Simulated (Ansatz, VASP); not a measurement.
# One calculation of ScAs4, two programs

```xyz
5
Lattice="-3.5657 3.5657 2.3837 3.5657 -3.5657 2.3837 3.5657 3.5657 -2.3837" Properties=species:S:1:pos:R:3 pbc="T T T"
Sc    0.0000    0.0000    2.3837
As    2.3716    0.0000    2.3837
As    1.1941    3.5657    0.0000
As    0.0000    2.3716    2.3837
As    3.5657    1.1941    0.0000
```

Alike in both runs: task relaxation of cell and atoms; functional PBE; k mesh 4 × 4 × 4; occupations gaussian, width 0.1 eV; no spin polarisation.

|  | VASP | Ansatz |
| --- | --- | --- |
| version | VASP 6.6.1 | Ansatz 0.2.0 |
| potentials or method | VASP PAW PBE potentials, release 64 (Sc_sv, As), cutoff 500 eV | scalar-relativistic, plane waves, PAW |
| valence electrons in the cell | 31 | 71 |

Ansatz gave:

- gap on the k mesh at the Fermi level, each at its own relaxed structure (eV): none
- relaxed volume (Å³/atom): 27.12
- relaxed cell length with the largest relative difference (Å): 5.956

What did VASP give for the same quantities?

gap on the k mesh at the Fermi level, each at its own relaxed structure (eV): none; relaxed volume (Å³/atom): 27.22; relaxed cell length with the largest relative difference (Å): 5.972.

A gap of «none» marks a metal or a gap that the smearing closes. VASP's potentials hold 31 valence electrons a cell and Ansatz's 71, so a difference there can come from the potentials and not from the codes.

The k mesh is coarse, so the values compare programs but aren't converged.
